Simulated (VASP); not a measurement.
Write the native input for VASP 6.6.1 that does the following.

- Task: single point
- Functional: PBE
- Potentials or basis: VASP PAW PBE potentials, release 64 (H, C, Cl)
- Cutoff: 520 eV
- k mesh: 2 × 2 × 1
- Occupations: gaussian, width 0.02 eV
- Spin: no spin polarisation
- Dipole correction: no
- Further INCAR settings: LREAL = Auto; ALGO = Normal; EDIFF = 1e-06; NBANDS = 72

The structure of H4C10Cl lies in POSCAR:

```
H4C10Cl
1.0
    5.0487420000      0.0000000000      0.0000000000
    0.0000000000      5.0487420000      0.0000000000
    0.0000000000      0.0000000000     16.1647000000
H C Cl
8 20 2
Direct
    0.4277868000      0.0000000000      0.0618632000
    0.0722132000      0.0000000000      0.0618632000
    0.9277868000      0.0000000000      0.0618632000
    0.5722132000      0.0000000000      0.0618632000
    0.4277868000      0.5000000000      0.0618632000
    0.0722132000      0.5000000000      0.0618632000
    0.9277868000      0.5000000000      0.0618632000
    0.5722132000      0.5000000000      0.0618632000
    0.2500000000      0.0000000000      0.1011278000
    0.7500000000      0.0000000000      0.1011278000
    0.2500000000      0.5000000000      0.1011278000
    0.7500000000      0.5000000000      0.1011278000
    0.2500000000      0.2500000000      0.1563407000
    0.7500000000      0.2500000000      0.1563407000
    0.2500000000      0.7500000000      0.1563407000
    0.7500000000      0.7500000000      0.1563407000
    0.0028230382      0.2500372330      0.2066129088
    0.4971785774      0.2500380383      0.2066137888
   -0.0004558563      0.7501340319      0.2172182113
    0.5004488562      0.7501347273      0.2172193447
   -0.0006361741      0.0154235847      0.2694022013
    0.5006044703      0.0154176384      0.2694071877
    0.0004178662      0.4854699471      0.2693739891
    0.4995846428      0.4854838756      0.2693713262
    0.2499767181      0.1024745138      0.3149315882
    0.7499811841      0.1130656983      0.3109550163
    0.2500085727      0.4042951781      0.3146690847
    0.7499923264      0.3876371784      0.3103210190
    0.2486393562      0.7985818061      0.5085453400
    0.2497918011      1.1982314107      0.4225251470
```

The input as run:

INCAR

```
SYSTEM = H4C10Cl
PREC     = Accurate       ! precision mode
ENCUT    = 520            ! plane-wave cutoff, eV
EDIFF    = 1E-6           ! SCF threshold, eV
ISMEAR   = 0              ! smearing method
SIGMA    = 0.02           ! smearing width, eV
LREAL    = Auto         
LASPH    = .TRUE.         ! aspherical terms in the spheres
NELM     = 60             ! most SCF steps
ALGO     = Normal         ! electronic algorithm
ISIF     = 2              ! what is computed and relaxed
LWAVE    = .FALSE.        ! write WAVECAR
LCHARG   = .FALSE.        ! write CHGCAR
GGA      = PE             ! functional
NBANDS   = 72             ! bands
```

KPOINTS

```
regular mesh
0
G
  2 2 1
  0 0 0
```

Potentials or basis: VASP PAW PBE potentials, release 64 (H, C, Cl).

Run with:

```console
$ cat potpaw_PBE.64/H/POTCAR potpaw_PBE.64/C/POTCAR potpaw_PBE.64/Cl/POTCAR > POTCAR
$ mpirun -np 1 vasp_std > vasp.out
```

Results of the run:

```json
{
 "Largest force": "8.971 eV/Å",
 "Band gap on the k mesh": "1.08 eV, direct"
}
```

Caveat: the k points lie up to 0.62 Å⁻¹ apart.

It took 5.5 min on 1 thread of AMD EPYC 7R43 64-Core Processor (Zen 3), on a shared host, peak memory 0.42 GiB.
